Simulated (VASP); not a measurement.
# WS2 in VASP: notebook

The runs below take WS2 through single point, with HSE06, PBE, r2SCAN.

All numbers are computed with VASP 6.6.1; they aren't measurements. Logs are shortened: lines on timing, memory, paths and dates and some standing lists are left out, and cuts for length are marked.

### 1 The cell of the first run

It takes space group P6_3/mmc (No. 194, hexagonal). Conventional cell: a = 3.180 Å, b = 3.180 Å, c = 12.500 Å, α = 90.00°, β = 90.00°, γ = 120.00°. W (site symmetry -6m2) has 6 S at 2.41 Å and 6 W at 3.18 Å within 3.2 Å. S (site symmetry 3m) has 3 W at 2.41 Å and 7 S at 3.12 to 3.18 Å within 3.2 Å.

### 2 Single point, HSE06

POSCAR reads:

```
WS2
1.0
    3.1800000000      0.0000000000      0.0000000000
   -1.5900000000      2.7539607840      0.0000000000
    0.0000000000      0.0000000000     12.5000000000
W S
2 4
Direct
    0.6666666667      0.3333333333      0.7500000000
    0.3333333333      0.6666666667      0.2500000000
    0.6666666667      0.3333333333      0.3750000000
    0.3333333333      0.6666666667      0.8750000000
    0.6666666667      0.3333333333      0.1250000000
    0.3333333333      0.6666666667      0.6250000000
```

INCAR.step1 reads:

```
SYSTEM = WS2
PREC = Accurate
ENCUT = 520
EDIFF = 1E-5
ISMEAR = -1
SIGMA = 0.05
LREAL = .False.
LASPH = .True.
NELM = 100
ALGO = Normal
ISIF = 2
LWAVE = .True.
LCHARG = .False.
NBANDS = 35
GGA = PE
KPAR = 4
```

INCAR.step2 reads:

```
SYSTEM = WS2
PREC = Accurate
ENCUT = 520
EDIFF = 1E-6
ISMEAR = -1
SIGMA = 0.05
LREAL = .False.
LASPH = .True.
NELM = 100
ALGO = Normal
ISIF = 2
LWAVE = .False.
LCHARG = .False.
GGA = PE
LHFCALC = .True.
HFSCREEN = 0.2079
PRECFOCK = Fast
NBANDS = 35
ISTART = 1
KPAR = 4
```

KPOINTS reads:

```
regular mesh
0
Gamma
  6 6 2
  0 0 0
```

Potentials or basis: VASP PAW PBE potentials, release 64 (W_sv, S).

Launch:

```
> cat potpaw_PBE.64/W_sv/POTCAR potpaw_PBE.64/S/POTCAR > POTCAR
> cp INCAR.step1 INCAR
> mpirun -np 4 vasp_std > vasp.out
> cp INCAR.step2 INCAR
> mpirun -np 4 vasp_std > vasp.out
```

OUTCAR:

```text
SYSTEM = WS2
   PREC = Accurate
   ENCUT = 520
   EDIFF = 1E-6
   ISMEAR = -1
   LREAL = .False.
   LASPH = .True.
   NELM = 100
   ISIF = 2
   GGA = PE
   LHFCALC = .True.
   HFSCREEN = 0.2079
   PRECFOCK = Fast
   ISTART = 1

 ion  position               nearest neighbor table
   1  0.667  0.333  0.750-   4 2.41   6 2.41   4 2.41   6 2.41   4 2.41   6 2.41
   2  0.333  0.667  0.250-   3 2.41   5 2.41   3 2.41   5 2.41   3 2.41   5 2.41
   3  0.667  0.333  0.375-   2 2.41   2 2.41   2 2.41
   4  0.333  0.667  0.875-   1 2.41   1 2.41   1 2.41
   5  0.667  0.333  0.125-   2 2.41   2 2.41   2 2.41
   6  0.333  0.667  0.625-   1 2.41   1 2.41   1 2.41

  LATTYP: Found a hexagonal cell.
 ALAT       =     3.1800000000
 C/A-ratio  =     3.9308176101

  Lattice vectors:

 A1 = (   3.1800000000,   0.0000000000,   0.0000000000)
 A2 = (  -1.5900000000,   2.7539607840,   0.0000000000)
 A3 = (   0.0000000000,   0.0000000000,  12.5000000000)

Analysis of symmetry for initial positions (statically):
=====================================================================
 Subroutine PRICEL returns:
 Original cell was already a primitive cell.

 Routine SETGRP: Setting up the symmetry group for a
 hexagonal supercell.

 Subroutine GETGRP returns: Found 24 space group operations
 (whereof 12 operations were pure point group operations)
 out of a pool of 24 trial point group operations.

The static configuration has the point symmetry D_3d.
 The point group associated with its full space group is D_6h.

Analysis of symmetry for dynamics (positions and initial velocities):
=====================================================================
 Subroutine PRICEL returns:
 Original cell was already a primitive cell.

 Routine SETGRP: Setting up the symmetry group for a
 hexagonal supercell.

 Subroutine GETGRP returns: Found 24 space group operations
 (whereof 12 operations were pure point group operations)
 out of a pool of 24 trial point group operations.

The dynamic configuration has the point symmetry D_3d.
 The point group associated with its full space group is D_6h.

 Subroutine INISYM returns: Found 24 space group operations
 (whereof 12 operations are pure point group operations),
 and found     1 'primitive' translations

----------------------------------------------------------------------------------------

                                     Primitive cell

  volume of cell :     109.4699

  direct lattice vectors                    reciprocal lattice vectors
     3.180000000  0.000000000  0.000000000     0.314465409  0.181556688  0.000000000
    -1.590000000  2.753960784  0.000000000     0.000000000  0.363113377  0.000000000
     0.000000000  0.000000000 12.500000000     0.000000000  0.000000000  0.080000000

  length of vectors
     3.180000000  3.180000000 12.500000000     0.363113377  0.363113377  0.080000000

  position of ions in fractional coordinates (direct lattice)
     0.666666667  0.333333333  0.750000000
     0.333333333  0.666666667  0.250000000
     0.666666667  0.333333333  0.375000000
     0.333333333  0.666666667  0.875000000
     0.666666667  0.333333333  0.125000000
     0.333333333  0.666666667  0.625000000

  ion indices of the primitive-cell ions
   primitive index   ion index
                 1           1
                 2           2
                 3           3
                 4           4
                 5           5
                 6           6

----------------------------------------------------------------------------------------

 KPOINTS: regular mesh

Automatic generation of k-mesh.
 Grid dimensions read from file:
 generate k-points for:    6    6    2

 Generating k-lattice:

  Cartesian coordinates                     Fractional coordinates (reciprocal lattice)
     0.052410901  0.030259448  0.000000000     0.166666667  0.000000000  0.000000000
     0.000000000  0.060518896  0.000000000     0.000000000  0.166666667  0.000000000
     0.000000000  0.000000000  0.040000000     0.000000000  0.000000000  0.500000000

  Length of vectors
     0.060518896  0.060518896  0.040000000

  Shift w.r.t. Gamma in fractional coordinates (k-lattice)
     0.000000000  0.000000000  0.000000000

 Subroutine IBZKPT returns following result:
 ===========================================

 Found     14 irreducible k-points:

 Following reciprocal coordinates:
            Coordinates               Weight
  0.000000  0.000000  0.000000      1.000000
  0.166667  0.000000  0.000000      6.000000
  0.333333  0.000000  0.000000      6.000000
  0.500000  0.000000  0.000000      3.000000
  0.166667  0.166667  0.000000      6.000000
  0.333333  0.166667  0.000000     12.000000
  0.333333  0.333333  0.000000      2.000000
  0.000000  0.000000  0.500000      1.000000
  0.166667  0.000000  0.500000      6.000000
  0.333333  0.000000  0.500000      6.000000
  0.500000  0.000000  0.500000      3.000000
  0.166667  0.166667  0.500000      6.000000
  0.333333  0.166667  0.500000     12.000000
  0.333333  0.333333  0.500000      2.000000
   k-points           NKPTS =     14   k-points in BZ     NKDIM =     72   number of bands    NBANDS=     35
   number of dos      NEDOS =    301   number of ions     NIONS =      6
   total plane-waves  NPLWV =  55296
   dimension x,y,z NGX =    24 NGY =   24 NGZ =   96
   dimension x,y,z NGXF=    48 NGYF=   48 NGZF=  192
   ions per type =               2   4
   NGX,Y,Z   is equivalent  to a cutoff of  12.55, 12.55, 12.77 a.u.
   NGXF,Y,Z  is equivalent  to a cutoff of  25.09, 25.09, 25.54 a.u.
 SYSTEM =  WS2
   PREC   = accura    normal or accurate (medium, high low for compatibility)
   ISTART =      1    job   : 0-new  1-cont  2-samecut
   ICHARG =      0    charge: 1-file 2-atom 10-const
   ISPIN  =      1    spin polarized calculation?
   LNONCOLLINEAR =      F non collinear calculations
   LSORBIT =      F    spin-orbit coupling
   LASPH  =      T    aspherical Exc in radial PAW
   ENCUT  =  520.0 eV  38.22 Ry    6.18 a.u.   5.91  5.91 23.24*2*pi/ulx,y,z
   NELM   =    100;   NELMIN=  2; NELMDL=  0     # of ELM steps
   EDIFF  = 0.1E-05   stopping-criterion for ELM
   LREAL  =      F    real-space projection
   EDIFFG = 0.1E-04   stopping-criterion for IOM
   NSW    =      0    number of steps for IOM
   IBRION =     -1    ionic relax: 0-MD 1-quasi-New 2-CG
   NFREE  =      0    steps in history (QN), initial steepest desc. (CG)
   ISIF   =      2    stress and relaxation
   ISYM   =      3    0-nonsym 1-usesym 2-fastsym
   POTIM  = 0.5000    time-step for ionic-motion
   TEBEG  =    0.0;   TEEND  =   0.0 temperature during run
   PSTRESS=    0.0 pullay stress
   NELECT =      52.0000    total number of electrons
   NUPDOWN=      -1.0000    fix difference up-down
   EMIN   =  10.00;   EMAX   =-10.00  energy-range for DOS
   EFERMI =   0.00;   METHOD = LEGACY
   ISMEAR =    -1;   SIGMA  =   0.05  broadening in eV -4-tet -1-fermi 0-gaus
   EFERMI_NEDOS =   21; number of points for ismear=-14 and -15
   IALGO  =     38    algorithm
   IMIX   =      1    mixing-type and parameters
     AMIX     =   0.40;   BMIX     =  1.00
     AMIX_MAG =   1.60;   BMIX_MAG =  1.00
  volume/ion in A,a.u.               =      18.24       123.12
  Fermi-wavevector in a.u.,A,eV,Ry     =   1.277353  2.413847 22.199688  1.631631
  Thomas-Fermi vector in A             =   2.409958
   LORBIT       =      0    0 simple, 1 ext, 2 COOP (PROOUT), +10 PAW based schemes
   GGA     = PE    functional components
   LHFCALC =     T    Hartree Fock is set to
   PRECFOCK=fast      Normal, Fast or Accurate (Low or Medium for compatibility)
   ENCUT4O =  -1.0   cutoff for four orbital integrals eV
   NKREDX  =     1    reduce k-point grid by
   NKREDY  =     1    reduce k-point grid by
   NKREDZ  =     1    reduce k-point grid by
   AEXX    =    0.2500 exact exchange contribution
   HFSCREEN=    0.2079 screening length (either q_TF or 0.3 A-1)
   HFSCREENC=   0.2079 screening length for correlation (either q_TF or 0.3 A-1)
   ENCUTFOCK=  -1.0 apply spherical cutoff to Coloumb kernel
   IVDW    =     0    specifies the selected vdW correction
   LEPSILON=     F    determine dielectric tensor
   LRPA    =     F    only Hartree local field effects (RPA)
 non-spin polarized calculation
  energy-cutoff  :      520.00
  volume of cell :      109.47
 maximum number of plane-waves:      2976
 NGX is ok and might be reduce to    24
  NGX = 14; NGY = 14; NGZ = 56

 number of electron      52.0000006 magnetization

 Free energy of the ion-electron system (eV)
  ---------------------------------------------------
  ext. energy  EPLUGINS =         0.00000000
  ---------------------------------------------------
  free energy    TOTEN  =       -56.17203132 eV

  energy without entropy =      -56.17203130  energy(sigma->0) =      -56.17203131

 E-fermi :   7.5029     XC(G=0):  -8.8835

 val. band max:        6.7598210916   @ k =   0.0000   0.0000   0.0000
 cond. band min:       8.3527649861   @ k =   0.1667   0.1667   0.0000
 fundamental gap:      1.5929438945
 Fermi energy:         7.5028540437

 k-point     1 :       0.0000    0.0000    0.0000
  band No.  band energies     occupation
      1     -71.9242      2.00000
      2     -71.9241      2.00000
      3     -34.7074      2.00000
      4     -34.7073      2.00000
      5     -34.5121      2.00000
      6     -34.5121      2.00000
[... 27 lines left out ...]
     34       9.9451      0.00000
     35      12.2251      0.00000

 k-point     2 :       0.1667    0.0000    0.0000
  band No.  band energies     occupation
      1     -71.9186      2.00000
      2     -71.9186      2.00000
      3     -34.6884      2.00000
      4     -34.6883      2.00000
      5     -34.6187      2.00000
      6     -34.6187      2.00000
[... 27 lines left out ...]
     34      10.5650      0.00000
     35      13.9602      0.00000
[... 416 lines left out ...]
     34      11.8896      0.00000
     35      13.5105      0.00000

 k-point    14 :       0.3333    0.3333    0.5000
  band No.  band energies     occupation
      1     -71.8993      2.00000
      2     -71.8992      2.00000
      3     -34.8140      2.00000
      4     -34.8139      2.00000
      5     -34.7909      2.00000
      6     -34.7908      2.00000
[... 27 lines left out ...]
     34      12.5129      0.00000
     35      14.1901      0.00000

------------------------ aborting loop because EDIFF is reached ----------------------------------------

  FORCE on cell =-STRESS in cart. coord.  units (eV):
  Direction    XX          YY          ZZ          XY          YZ          ZX
  --------------------------------------------------------------------------------------
  -------------------------------------------------------------------------------------
  Total       -2.1905141     -2.1905141     -1.0866143      0.0000000     -0.0000000      0.0000000
  in kB      -32.0598697    -32.0598697    -15.9034421      0.0000000     -0.0000000      0.0000000
  external PRESSURE =     -26.6743938 kB  Pullay stress =       0.0000000 kB

 VOLUME and BASIS-vectors are now :
 -----------------------------------------------------------------------------
  energy-cutoff  :      520.00
  volume of cell :      109.47
      direct lattice vectors                 reciprocal lattice vectors
     3.180000000  0.000000000  0.000000000     0.314465409  0.181556688  0.000000000
    -1.590000000  2.753960784  0.000000000     0.000000000  0.363113377  0.000000000
     0.000000000  0.000000000 12.500000000     0.000000000  0.000000000  0.080000000

 POSITION                                       TOTAL-FORCE (eV/Angst)
 -----------------------------------------------------------------------------------
      1.59000      0.91799      9.37500        -0.000000      0.000000     -0.000000
     -0.00000      1.83597      3.12500        -0.000000     -0.000000     -0.000000
      1.59000      0.91799      4.68750        -0.000000      0.000000     -0.406295
     -0.00000      1.83597     10.93750         0.000000      0.000000     -0.406295
      1.59000      0.91799      1.56250        -0.000000     -0.000000      0.406295
     -0.00000      1.83597      7.81250         0.000000     -0.000000      0.406295
 -----------------------------------------------------------------------------------
    total drift:                               -0.000000      0.000000     -0.000000

  FREE ENERGIE OF THE ION-ELECTRON SYSTEM (eV)
  ---------------------------------------------------
  free  energy   TOTEN  =       -56.1720313198 eV

  energy  without entropy=      -56.1720313030  energy(sigma->0) =      -56.17203131
```

It took 39 min on 4 MPI ranks of Intel Xeon Platinum 8175M at 2.50GHz (Skylake/Cascade Lake), shared host; peak memory 0.38 GiB.

What came out:

```
Free energy            : -56.1720 eV
Pressure               : -2.7 GPa
Largest force          : 0.406 eV/Å
Band gap on the k mesh : 1.59 eV (least direct gap 2.22 eV)
```

Forces in eV/Å, atoms in the order of the input:
```
W    0.000  0.000  0.000
W    0.000  0.000  0.000
S    0.000  0.000 -0.406
S    0.000  0.000 -0.406
S    0.000  0.000  0.406
S    0.000  0.000  0.406
```

Levels at points of the mesh, in eV from the valence-band top:
| k point | band 22 | band 23 | band 24 | band 25 | band 26 | band 27 | band 28 | band 29 | band 30 | band 31 |
| --- | --- | --- | --- | --- | --- | --- | --- | --- | --- | --- |
| (0.00, 0.00, 0.00) | -2.50 | -2.50 | -1.87 | -1.17 | 0.00 | 2.95 | 2.95 | 2.96 | 2.96 | 3.01 |
| (0.50, 0.00, 0.00) | -3.12 | -2.30 | -2.13 | -1.90 | -1.72 | 2.88 | 2.92 | 3.25 | 3.49 | 3.93 |
| (0.00, 0.00, 0.50) | -2.53 | -2.53 | -2.53 | -0.35 | -0.35 | 2.95 | 2.95 | 2.95 | 2.95 | 3.11 |
| (0.50, 0.00, 0.50) | -3.22 | -2.22 | -2.22 | -1.80 | -1.80 | 2.90 | 2.90 | 3.39 | 3.39 | 4.22 |

Caveat: the PAW data sets were made with another functional, which shifts forces and pressure a little; spin-orbit coupling is left out, which moves the levels of the heavy elements; this functional lacks dispersion, which binds layers or chains, so the pressure and a relaxed spacing across them are unreliable. A k mesh can miss the band edges.

(Continued in part 2 of 2.)
